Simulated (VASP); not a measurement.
# Bi (R-3m) in VASP: single point with PBEsol

Aim: the single point of Bi with PBEsol.

All numbers are computed with VASP 6.6.1; they aren't measurements. Logs are shortened: lines on timing, memory, paths and dates and some standing lists are left out, and cuts for length are marked.

## (1) The cell of the first run

The structure is trigonal, space group R-3m (No. 166). The conventional cell has a = 4.525 Å, b = 4.525 Å, c = 11.682 Å, α = 90.00°, β = 90.00°, γ = 120.00°. Within 4.1 Å of Bi (site symmetry 3m) lie 6 Bi at 3.08 to 3.46 Å.

## (2) Single point, PBEsol

Input file POSCAR:

```
Bi
1.0
    2.2623537551      1.3061705495      3.8938444030
   -2.2623537551      1.3061705495      3.8938444030
    0.0000000000     -2.6123410990      3.8938444031
Bi
2
Direct
    0.2365279692      0.2365279692      0.2365279692
    0.7634720308      0.7634720308      0.7634720308
```

Input file INCAR.step1:

```
SYSTEM = Bi
ALGO     = Normal         ! electronic algorithm
EDIFF    = 1E-6           ! SCF threshold, eV
ENCUT    = 520            ! plane-wave cutoff, eV
GGA      = PS             ! functional
ISIF     = 2              ! what is computed and relaxed
ISMEAR   = 0              ! smearing method
LASPH    = .True.         ! aspherical terms in the spheres
LCHARG   = .True.         ! write CHGCAR
LREAL    = .False.        ! projectors in reciprocal space
LWAVE    = .False.        ! write WAVECAR
NBANDS   = 22             ! bands
NELM     = 100            ! most SCF steps
PREC     = Accurate       ! precision mode
SIGMA    = 0.05           ! smearing width, eV
```

Input file KPOINTS.step1:

```
k-points
0
Gamma
  12 12 12
  0 0 0
```

Input file INCAR.step2:

```
SYSTEM = Bi
ALGO     = Normal         ! electronic algorithm
EDIFF    = 1E-6           ! SCF threshold, eV
ENCUT    = 520            ! plane-wave cutoff, eV
GGA      = PS             ! functional
ICHARG   = 11             ! starting density
ISIF     = 2              ! what is computed and relaxed
ISMEAR   = -5             ! smearing method
LASPH    = .True.         ! aspherical terms in the spheres
LCHARG   = .False.        ! write CHGCAR
LORBIT   = 11             ! projections on sites
LREAL    = .False.        ! projectors in reciprocal space
LWAVE    = .False.        ! write WAVECAR
NEDOS    = 1001           ! points of the DOS
NELM     = 100            ! most SCF steps
PREC     = Accurate       ! precision mode
SIGMA    = 0.05           ! smearing width, eV
```

Input file KPOINTS.step2:

```
k-points
0
Gamma
  18 18 18
  0 0 0
```

Potentials or basis: VASP PAW PBE potentials, release 64 (Bi_d).

Started as:

```bash
cat potpaw_PBE.64/Bi_d/POTCAR > POTCAR
cp INCAR.step1 INCAR
cp KPOINTS.step1 KPOINTS
mpirun -np 1 vasp_std > vasp.out
cp INCAR.step2 INCAR
cp KPOINTS.step2 KPOINTS
mpirun -np 1 vasp_std > vasp.out
```

OUTCAR:

```text
SYSTEM = Bi
   EDIFF = 1E-6
   ENCUT = 520
   GGA = PS
   ICHARG = 11
   ISIF = 2
   ISMEAR = -5
   LASPH = .True.
   LORBIT = 11
   LREAL = .False.
   NELM = 100
   PREC = Accurate

 ion  position               nearest neighbor table
   1  0.237  0.237  0.237-   2 3.08   2 3.08   2 3.08   2 3.46   2 3.46   2 3.46
   2  0.763  0.763  0.763-   1 3.08   1 3.08   1 3.08   1 3.46   1 3.46   1 3.46

  LATTYP: Found a trigonal (rhomboedric) cell.
 ALAT       =     4.6889604661
 COS(alpha) =     0.5344161760

  Lattice vectors:

 A1 = (   2.2623537551,   1.3061705495,   3.8938444030)
 A2 = (  -2.2623537551,   1.3061705495,   3.8938444030)
 A3 = (   0.0000000000,  -2.6123410990,   3.8938444031)

Analysis of symmetry for initial positions (statically):
=====================================================================
 Subroutine PRICEL returns:
 Original cell was already a primitive cell.

 Routine SETGRP: Setting up the symmetry group for a
 trigonal (rhombohedral) supercell.

 Subroutine GETGRP returns: Found 12 space group operations
 (whereof 12 operations were pure point group operations)
 out of a pool of 12 trial point group operations.

The static configuration has the point symmetry D_3d.

Analysis of symmetry for dynamics (positions and initial velocities):
=====================================================================
 Subroutine PRICEL returns:
 Original cell was already a primitive cell.

 Routine SETGRP: Setting up the symmetry group for a
 trigonal (rhombohedral) supercell.

 Subroutine GETGRP returns: Found 12 space group operations
 (whereof 12 operations were pure point group operations)
 out of a pool of 12 trial point group operations.

The dynamic configuration has the point symmetry D_3d.

 Subroutine INISYM returns: Found 12 space group operations
 (whereof 12 operations are pure point group operations),
 and found     1 'primitive' translations

----------------------------------------------------------------------------------------

                                     Primitive cell

  volume of cell :      69.0383

  direct lattice vectors                    reciprocal lattice vectors
     2.262353755  1.306170549  3.893844403     0.221008761  0.127599468  0.085605201
    -2.262353755  1.306170549  3.893844403    -0.221008761  0.127599468  0.085605201
     0.000000000 -2.612341099  3.893844403     0.000000000 -0.255198935  0.085605201

  length of vectors
     4.688960466  4.688960466  4.688960466     0.269174194  0.269174194  0.269174194

[... 88 lines left out ...]
   ISIF   =      2    stress and relaxation
   ISYM   =      2    0-nonsym 1-usesym 2-fastsym
   POTIM  = 0.5000    time-step for ionic-motion
   TEBEG  =    0.0;   TEEND  =   0.0 temperature during run
   PSTRESS=    0.0 pullay stress
   NELECT =      30.0000    total number of electrons
   NUPDOWN=      -1.0000    fix difference up-down
   EMIN   =  10.00;   EMAX   =-10.00  energy-range for DOS
   EFERMI =   0.00;   METHOD = LEGACY
   ISMEAR =    -5;   SIGMA  =   0.05  broadening in eV -4-tet -1-fermi 0-gaus
   EFERMI_NEDOS =   21; number of points for ismear=-14 and -15
   IALGO  =     38    algorithm
   IMIX   =      4    mixing-type and parameters
     AMIX     =   0.40;   BMIX     =  1.00
     AMIX_MAG =   1.60;   BMIX_MAG =  1.00
  volume/ion in A,a.u.               =      34.52       232.95
  Fermi-wavevector in a.u.,A,eV,Ry     =   1.239991  2.343243 20.920011  1.537577
  Thomas-Fermi vector in A             =   2.374451
   LORBIT       =     11    0 simple, 1 ext, 2 COOP (PROOUT), +10 PAW based schemes
   GGA     = PS    functional components
   LHFCALC =     F    Hartree Fock is set to
   AEXX    =    0.0000 exact exchange contribution
   IVDW    =     0    specifies the selected vdW correction
   LEPSILON=     F    determine dielectric tensor
   LRPA    =     F    only Hartree local field effects (RPA)
 non-spin polarized calculation
 Fermi weights with tetrahedron method with Bloechl corrections
  energy-cutoff  :      520.00
  volume of cell :       69.04
 maximum number of plane-waves:      1887

 number of electron      30.0000004 magnetization

 Free energy of the ion-electron system (eV)
  ---------------------------------------------------
  ext. energy  EPLUGINS =         0.00000000
  ---------------------------------------------------
  free energy    TOTEN  =        -8.60116964 eV

  energy without entropy =       -8.60116964  energy(sigma->0) =       -8.60116964

 E-fermi :   6.3130     XC(G=0):  -9.7968

 val. band max:        6.3692126935   @ k =   0.3333   0.2778   0.2222
 cond. band min:       6.2716530369   @ k =   0.4444   0.0556   0.0556
 fundamental gap:     -0.0975596566
 Fermi energy:         6.3130310316

 k-point     1 :       0.0000    0.0000    0.0000
  band No.  band energies     occupation
      1     -16.4951      2.00000
      2     -16.4951      2.00000
      3     -16.3368      2.00000
      4     -16.3368      2.00000
      5     -16.3262      2.00000
      6     -16.1457      2.00000
[... 505 lines left out ...]
      6     -16.1816      2.00000
[... 11 lines left out ...]
     18       8.9430      0.00000
     19      11.3775      0.00000

 [... further k-points ...]

------------------------ aborting loop because EDIFF is reached ----------------------------------------

  FORCE on cell =-STRESS in cart. coord.  units (eV):
  Direction    XX          YY          ZZ          XY          YZ          ZX
  --------------------------------------------------------------------------------------
  -------------------------------------------------------------------------------------
  Total       -0.0253678     -0.0253678     -0.0540228      0.0000000      0.0000000      0.0000000
  in kB       -0.5887115     -0.5887115     -1.2537101      0.0000000      0.0000000      0.0000000
  external PRESSURE =      -0.8103777 kB  Pullay stress =       0.0000000 kB

 VOLUME and BASIS-vectors are now :
 -----------------------------------------------------------------------------
  energy-cutoff  :      520.00
  volume of cell :       69.04
      direct lattice vectors                 reciprocal lattice vectors
     2.262353755  1.306170549  3.893844403     0.221008761  0.127599468  0.085605201
    -2.262353755  1.306170549  3.893844403    -0.221008761  0.127599468  0.085605201
     0.000000000 -2.612341099  3.893844403     0.000000000 -0.255198935  0.085605201

 POSITION                                       TOTAL-FORCE (eV/Angst)
 -----------------------------------------------------------------------------------
      0.00000      0.00000      2.76301         0.000000      0.000000      0.008762
      0.00000      0.00000      8.91852         0.000000     -0.000000     -0.008762
 -----------------------------------------------------------------------------------
    total drift:                                0.000000     -0.000000      0.000000

  FREE ENERGIE OF THE ION-ELECTRON SYSTEM (eV)
  ---------------------------------------------------
  free  energy   TOTEN  =        -8.6011696409 eV

  energy  without entropy=       -8.6011696409  energy(sigma->0) =       -8.60116964

 total charge

# of ion       s       p       d       tot
------------------------------------------
    1        1.525   1.356   9.914  12.795
    2        1.525   1.356   9.914  12.795
--------------------------------------------------
tot          3.050   2.711  19.829  25.590
```

OSZICAR.step1:

```text
N       E                     dE             d eps       ncg     rms          rms(c)
DAV:   1     0.307055820870E+03    0.30706E+03   -0.16192E+04  8328   0.165E+03
DAV:   2     0.174047394098E+02   -0.28965E+03   -0.28260E+03  8466   0.436E+02
DAV:   3    -0.771982233570E+01   -0.25125E+02   -0.24866E+02 10074   0.142E+02
DAV:   4    -0.858715368088E+01   -0.86733E+00   -0.86682E+00 10518   0.291E+01
DAV:   5    -0.862093834758E+01   -0.33785E-01   -0.33784E-01 11758   0.516E+00    0.106E+00
DAV:   6    -0.860969661015E+01    0.11242E-01   -0.20335E-02 11092   0.160E+00    0.614E-01
DAV:   7    -0.860528804191E+01    0.44086E-02   -0.12489E-02 10694   0.130E+00    0.117E-01
DAV:   8    -0.860525736390E+01    0.30678E-04   -0.13573E-03  9802   0.438E-01    0.182E-02
DAV:   9    -0.860526721320E+01   -0.98493E-05   -0.56196E-05 12482   0.569E-02    0.879E-03
DAV:  10    -0.860526624115E+01    0.97205E-06   -0.35797E-06  8354   0.189E-02
   1 F= -.86052662E+01 E0= -.86050606E+01  d E =-.411220E-03
```

It took 7.2 min on 1 thread of AMD EPYC 9R45 (Zen 5), shared host; peak memory 0.65 GiB.

Results:

| Property | Result |
| --- | --- |
| Valence electrons inside the program's atomic spheres | Bi 12.79 |

Caveat: the PAW data sets were made with another functional, which shifts forces and pressure a little; spin-orbit coupling is left out, which moves the levels of the heavy elements.
